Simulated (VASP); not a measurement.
# Re (R-3m) in VASP: a series of runs, part 2 of 2

VASP 6.6.1. Earlier steps stand in the parts before.

## Step 3: Electric field gradients, PBE (equal xy, yz and zx shear strains of -2 %)

The input, INCAR:

```
SYSTEM = Re
PREC = Accurate
ENCUT = 520
EDIFF = 1E-8
ISMEAR = -1
SIGMA = 0.03
LREAL = .FALSE.
LASPH = .TRUE.
NELM = 60
ALGO = Normal
ISIF = 2
LWAVE = .FALSE.
LCHARG = .FALSE.
GGA = PE
LEFG = .TRUE.
NBANDS = 10
```

The input, KPOINTS:

```
Automatic mesh
0
G
  14 14 14
  0 0 0
```

The input, POSCAR:

```
Re
1.0
   -0.0395000000      1.9552500000      1.9552500000
    1.9552500000     -0.0395000000      1.9552500000
    1.9552500000      1.9552500000     -0.0395000000
Re
1
Direct
    0.0000000000      0.0000000000      0.0000000000
```

Potentials or basis: VASP PAW PBE potentials, release 64 (Re).

Command:

```sh
$ cat potpaw_PBE.64/Re/POTCAR > POTCAR
$ mpirun -np 1 vasp_std > vasp.out
```

OUTCAR:

```text
SYSTEM = Re
   PREC = Accurate
   ENCUT = 520
   EDIFF = 1E-8
   ISMEAR = -1
   LREAL = .FALSE.
   LASPH = .TRUE.
   NELM = 60
   ISIF = 2
   GGA = PE

 ion  position               nearest neighbor table
   1  0.000  0.000  0.000-

  LATTYP: Found a trigonal (rhomboedric) cell.
 ALAT       =     2.7654231819
 COS(alpha) =     0.4797000918

  Lattice vectors:

 A1 = (  -0.0395000000,   1.9552500000,   1.9552500000)
 A2 = (   1.9552500000,  -0.0395000000,   1.9552500000)
 A3 = (   1.9552500000,   1.9552500000,  -0.0395000000)

Analysis of symmetry for initial positions (statically):
=====================================================================
 Subroutine PRICEL returns:
 Original cell was already a primitive cell.

 Routine SETGRP: Setting up the symmetry group for a
 trigonal (rhombohedral) supercell.

 Subroutine GETGRP returns: Found 12 space group operations
 (whereof 12 operations were pure point group operations)
 out of a pool of 12 trial point group operations.

The static configuration has the point symmetry D_3d.

Analysis of symmetry for dynamics (positions and initial velocities):
=====================================================================
 Subroutine PRICEL returns:
 Original cell was already a primitive cell.

 Routine SETGRP: Setting up the symmetry group for a
 trigonal (rhombohedral) supercell.

 Subroutine GETGRP returns: Found 12 space group operations
 (whereof 12 operations were pure point group operations)
 out of a pool of 12 trial point group operations.

The dynamic configuration has the point symmetry D_3d.

 Subroutine INISYM returns: Found 12 space group operations
 (whereof 12 operations are pure point group operations),
 and found     1 'primitive' translations

----------------------------------------------------------------------------------------

                                     Primitive cell

  volume of cell :      15.4028

  direct lattice vectors                    reciprocal lattice vectors
    -0.039500000  1.955250000  1.955250000    -0.248100243  0.253215712  0.253215712
     1.955250000 -0.039500000  1.955250000     0.253215712 -0.248100243  0.253215712
     1.955250000  1.955250000 -0.039500000     0.253215712  0.253215712 -0.248100243

  length of vectors
     2.765423182  2.765423182  2.765423182     0.435649083  0.435649083  0.435649083

  position of ions in fractional coordinates (direct lattice)
     0.000000000  0.000000000  0.000000000

  ion indices of the primitive-cell ions
   primitive index   ion index
                 1           1

----------------------------------------------------------------------------------------

 KPOINTS: Automatic mesh

Automatic generation of k-mesh.
 Grid dimensions read from file:
 generate k-points for:   14   14   14
[... 70 lines left out ...]
   ISIF   =      2    stress and relaxation
   ISYM   =      2    0-nonsym 1-usesym 2-fastsym
   POTIM  = 0.5000    time-step for ionic-motion
   TEBEG  =    0.0;   TEEND  =   0.0 temperature during run
   PSTRESS=    0.0 pullay stress
   NELECT =       7.0000    total number of electrons
   NUPDOWN=      -1.0000    fix difference up-down
   EMIN   =  10.00;   EMAX   =-10.00  energy-range for DOS
   EFERMI =   0.00;   METHOD = LEGACY
   ISMEAR =    -1;   SIGMA  =   0.03  broadening in eV -4-tet -1-fermi 0-gaus
   EFERMI_NEDOS =   21; number of points for ismear=-14 and -15
   IALGO  =     38    algorithm
   IMIX   =      4    mixing-type and parameters
     AMIX     =   0.40;   BMIX     =  1.00
     AMIX_MAG =   1.60;   BMIX_MAG =  1.00
  volume/ion in A,a.u.               =      15.40       103.94
  Fermi-wavevector in a.u.,A,eV,Ry     =   1.258657  2.378517 21.554594  1.584218
  Thomas-Fermi vector in A             =   2.392256
   LORBIT       =      0    0 simple, 1 ext, 2 COOP (PROOUT), +10 PAW based schemes
   GGA     = PE    functional components
   LHFCALC =     F    Hartree Fock is set to
   AEXX    =    0.0000 exact exchange contribution
   IVDW    =     0    specifies the selected vdW correction
   LEPSILON=     F    determine dielectric tensor
   LRPA    =     F    only Hartree local field effects (RPA)
 non-spin polarized calculation
  energy-cutoff  :      520.00
  volume of cell :       15.40
 maximum number of plane-waves:       426
 NGX is ok and might be reduce to    24
   NGX = 11   NGY = 11   NGZ = 11

 number of electron       7.0000000 magnetization

 Free energy of the ion-electron system (eV)
  ---------------------------------------------------
  ext. energy  EPLUGINS =         0.00000000
  ---------------------------------------------------
  free energy    TOTEN  =       -12.33640906 eV

  energy without entropy =      -12.33345123  energy(sigma->0) =      -12.33493015

 E-fermi :   7.6031     XC(G=0): -13.4787

 val. band max:        7.5987078866   @ k =  -0.4286   0.5000   0.2857
 cond. band min:       7.6077553718   @ k =  -0.2857   0.2857   0.1429
 fundamental gap:      0.0090474852
 Fermi energy:         7.6031312946

 k-point     1 :       0.0000    0.0000    0.0000
  band No.  band energies     occupation
      1      -2.2167      2.00000
      2       5.6048      2.00000
      3       5.6048      2.00000
      4       6.1608      2.00000
      5       8.7867      0.00000
      6       8.7867      0.00000
      7      21.4535      0.00000
      8      26.5792      0.00000
      9      26.5792      0.00000
     10      27.4694      0.00000
[... 287 lines left out ...]
 k-point    24 :       0.2857    0.1429    0.0000
  band No.  band energies     occupation
      1       0.5128      2.00000
      2       4.1893      2.00000
      3       5.9725      2.00000
      4       7.1334      2.00000
      5       8.2898      0.00000
      6       9.8485      0.00000
      7      22.5942      0.00000
      8      25.6153      0.00000
      9      27.9240      0.00000
     10      28.5402      0.00000

 [... further k-points ...]

------------------------ aborting loop because EDIFF is reached ----------------------------------------

  FORCE on cell =-STRESS in cart. coord.  units (eV):
  Direction    XX          YY          ZZ          XY          YZ          ZX
  --------------------------------------------------------------------------------------
  -------------------------------------------------------------------------------------
  Total       -0.9010956     -0.9010956     -0.9010956      0.3057368      0.3057368      0.3057368
  in kB      -93.7305850    -93.7305850    -93.7305850     31.8022746     31.8022746     31.8022746
  external PRESSURE =     -93.7305850 kB  Pullay stress =       0.0000000 kB

 VOLUME and BASIS-vectors are now :
 -----------------------------------------------------------------------------
  energy-cutoff  :      520.00
  volume of cell :       15.40
      direct lattice vectors                 reciprocal lattice vectors
    -0.039500000  1.955250000  1.955250000    -0.248100243  0.253215712  0.253215712
     1.955250000 -0.039500000  1.955250000     0.253215712 -0.248100243  0.253215712
     1.955250000  1.955250000 -0.039500000     0.253215712  0.253215712 -0.248100243

 POSITION                                       TOTAL-FORCE (eV/Angst)
 -----------------------------------------------------------------------------------
      0.00000      0.00000      0.00000         0.000000      0.000000     -0.000000
 -----------------------------------------------------------------------------------
    total drift:                               -0.000000      0.000000      0.000000

  FREE ENERGIE OF THE ION-ELECTRON SYSTEM (eV)
  ---------------------------------------------------
  free  energy   TOTEN  =       -12.3364090572 eV

  energy  without entropy=      -12.3334512332  energy(sigma->0) =      -12.33493015

 Electric field gradients (V/A^2)
---------------------------------------------------------------------
 ion       V_xx      V_yy      V_zz      V_xy      V_xz      V_yz
---------------------------------------------------------------------
   1       0.000    -0.000    -0.000   -32.722   -32.722   -32.722
---------------------------------------------------------------------

 Electric field gradients after diagonalization (V/A^2)
 (convention: |V_zz| > |V_xx| > |V_yy|)
----------------------------------------------------------------------
 ion       V_xx      V_yy      V_zz     asymmetry (V_yy - V_xx)/ V_zz
----------------------------------------------------------------------
   1      32.722    32.722   -65.445       0.000
----------------------------------------------------------------------

           NMR quadrupolar parameters

 Cq : quadrupolar parameter    Cq=e*Q*V_zz/h
 eta: asymmetry parameters     (V_yy - V_xx)/ V_zz
 Q  : nuclear electric quadrupole moment in mb (millibarn)
----------------------------------------------------------------------
 ion       Cq(MHz)       eta       Q (mb)
----------------------------------------------------------------------
   1      -0.158       0.000       1.000
----------------------------------------------------------------------
```

stdout:

```text
POSCAR found type information on POSCAR Re
 POSCAR found :  1 types and       1 ions
 scaLAPACK will be used
 LDA part: xc-table for (Slater+PW92), standard interpolation
 POSCAR, INCAR and KPOINTS ok, starting setup
 FFT: planning ... GRIDC
 FFT: planning ... GRID_SOFT
 FFT: planning ... GRID
 WAVECAR not read
 entering main loop
ion   1
```

Run time: 39 s. Hardware: 1 thread of Intel Xeon Platinum 8488C (Sapphire Rapids), shared host; peak memory 0.18 GiB.

Results:

- Free energy: -12.3364 eV
- Pressure: -9.4 GPa
- Band gap on the k mesh: zero (an odd number of electrons rules out a gap without spin polarisation)
- Largest electric field gradient by atom: Re -65.4 V/Å²

Levels at points of the mesh, in eV from the Fermi level:
| k point | band 1 | band 2 | band 3 | band 4 | band 5 | band 6 | band 7 | band 8 | band 9 |
| --- | --- | --- | --- | --- | --- | --- | --- | --- | --- |
| (0.00, 0.00, 0.00) | -9.82 | -2.00 | -2.00 | -1.44 | 1.18 | 1.18 | 13.85 | 18.98 | 18.98 |
| (0.50, 0.00, 0.00) | -6.58 | -2.23 | -1.68 | 0.04 | 3.30 | 3.68 | 9.19 | 13.44 | 19.32 |
| (0.50, 0.50, 0.00) | -6.44 | -5.61 | 2.61 | 3.45 | 4.22 | 4.28 | 11.56 | 12.23 | 12.27 |
| (0.50, 0.50, 0.50) | -6.51 | -2.11 | -2.11 | 0.46 | 3.67 | 3.67 | 9.74 | 13.10 | 19.25 |

Electric field gradients, principal values (V/Å²):
| atom | least | middle | greatest (by size) |
| --- | --- | --- | --- |
| 1 Re | 32.722 | 32.722 | -65.445 |

Caveat: the cell differs from its parent crystal (equal xy, yz and zx shear strains of -2 %); the cell stands under tension; without QUAD_EFG the Cq values of the log hold for a quadrupole moment of 1 mb, not for the nuclei; spin-orbit coupling is left out, which moves the levels of the heavy elements.
